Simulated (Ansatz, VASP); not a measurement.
## Two plane-wave programs on PbF2

INCAR

```
PREC = Accurate ; ENCUT = 520
EDIFF = 1E-6 ; ISMEAR = 0
SIGMA = 0.1 ; LREAL = False
LASPH = True ; NELM = 100
ALGO = Normal ; ISIF = 2
LWAVE = False ; LCHARG = True
GGA = PE ; LELF = True
LVHAR = True ; NBANDS = 21
```

Contents of KPOINTS:

```
Automatic mesh
0
Gamma
  8 8 8
```

Contents of POSCAR:

```
PbF2
1.0
   -1.6636443700      1.6636443700      5.4130358600
    1.6636443700     -1.6636443700      5.4130358600
    1.6636443700      1.6636443700     -5.4130358600
Pb F
1 2
Direct
    0.0000000000      0.0000000000      0.0000000000
    0.3400000000      0.3400000000      0.0000000000
    0.6600000000      0.6600000000      0.0000000000
```

Input for Ansatz:

```yaml
crystal:
  lattice:
    - [-1.66364437, 1.66364437, 5.41303586]
    - [1.66364437, -1.66364437, 5.41303586]
    - [1.66364437, 1.66364437, -5.41303586]
  atoms:
    - { symbol: Pb, position: [0.0, 0.0, 0.0] }
    - { symbol: F, position: [0.34, 0.34, 0.0] }
    - { symbol: F, position: [0.66, 0.66, 0.0] }
basis:
  ecutwfc: 420
kpoints:
  mp_grid: { grid: [8, 8, 8] }
hamiltonian:
  xc: pbe
scf:
  occupations: { method: gaussian, width: 0.1 }
  lower_state_search: "off"
output:
  forces: true
  stress: true
  eigenvalues: true
```

Change from the starting cell: species swapped into the Ti2Pd type (I4/mmm, No. 139).

Alike in both runs: task single point; functional PBE; k mesh 8 × 8 × 8; occupations gaussian, width 0.1 eV; no spin polarisation.

```csv
,VASP,Ansatz
version,VASP 6.6.1,Ansatz 0.2.0
potentials or method,"VASP PAW PBE potentials, release 64 (Pb_d, F), cutoff 520 eV","scalar-relativistic, plane waves, PAW"
valence electrons in the cell,28,28
```

VASP gave:

| Property | Result |
| --- | --- |
| gap on the k mesh at the Fermi level (eV) | 1.94 |
| least direct gap on the mesh (eV) | 2.07 |
| pressure (GPa) | -9.8 |
| traceless stress, the component that is largest in VASP (GPa) | -12.55 |
| rms of the force components (eV/Å) | 1.072 |

Which values does Ansatz return?

gap on the k mesh at the Fermi level (eV): 1.95; least direct gap on the mesh (eV): 2.08; pressure (GPa): -9.6; traceless stress, the component that is largest in VASP (GPa): -12.53; rms of the force components (eV/Å): 1.073.

Atom by atom the forces differ by 0.001 eV/Å (rms over components). With one functional, cell and mesh, what is left measures potentials, basis and numerics.

Spin-orbit coupling is off throughout.
